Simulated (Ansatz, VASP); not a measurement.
Lu6ReO12 in VASP and in Ansatz

```xyz
19
Lattice="4.8459 2.7978 3.0593 -4.8459 2.7978 3.0593 0.0000 -5.5955 3.0593" Properties=species:S:1:pos:R:3 pbc="T T T"
Lu    2.2573    0.3255    3.2779
Lu   -1.4106    1.7922    3.2779
Lu   -0.8468   -2.1177    3.2779
Lu   -2.2573   -0.3255    5.8999
Lu    1.4106   -1.7922    5.8999
Lu    0.8468    2.1177    5.8999
Re    4.8459    2.7978    3.0593
O    -3.2206    3.0683    4.0969
O    -1.0470   -4.3233    4.0969
O     4.2676    1.2549    4.0969
O     3.2206   -3.0683    5.0810
O     1.0470    4.3233    5.0810
O    -4.2676   -1.2549    5.0810
O     1.9959    0.2518    5.5221
O    -1.2160    1.6026    5.5221
O    -0.7799   -1.8544    5.5221
O    -1.9959   -0.2518    3.6557
O     1.2160   -1.6026    3.6557
O     0.7799    1.8544    3.6557
```

Alike in both runs: task single point; functional PBE; k mesh 4 × 4 × 4; occupations gaussian, width 0.05 eV; no spin polarisation.

|  | VASP | Ansatz |
| --- | --- | --- |
| version | VASP 6.6.1 | Ansatz 0.2.0 |
| potentials or method | VASP PAW PBE potentials, release 64 (Lu, Re, O), cutoff 520 eV | scalar-relativistic, plane waves, PAW |
| valence electrons in the cell | 229 | 237 |

```csv
,VASP,Ansatz,Ansatz less VASP
gap on the k mesh at the Fermi level (eV),none,none,-
pressure (GPa),1.5,-0.1,-1.60
"traceless stress, the component that is largest in VASP (GPa)",0.19,0.39,+0.195
rms of the force components (eV/Å),0.089,0.033,-0.0557
```

Atom by atom the forces differ by 0.088 eV/Å (rms over components). A gap of «none» marks a metal or a gap that the smearing closes. VASP's potentials hold 229 valence electrons a cell and Ansatz's 237, so a difference there can come from the potentials and not from the codes.

Neither program's run includes spin-orbit coupling.
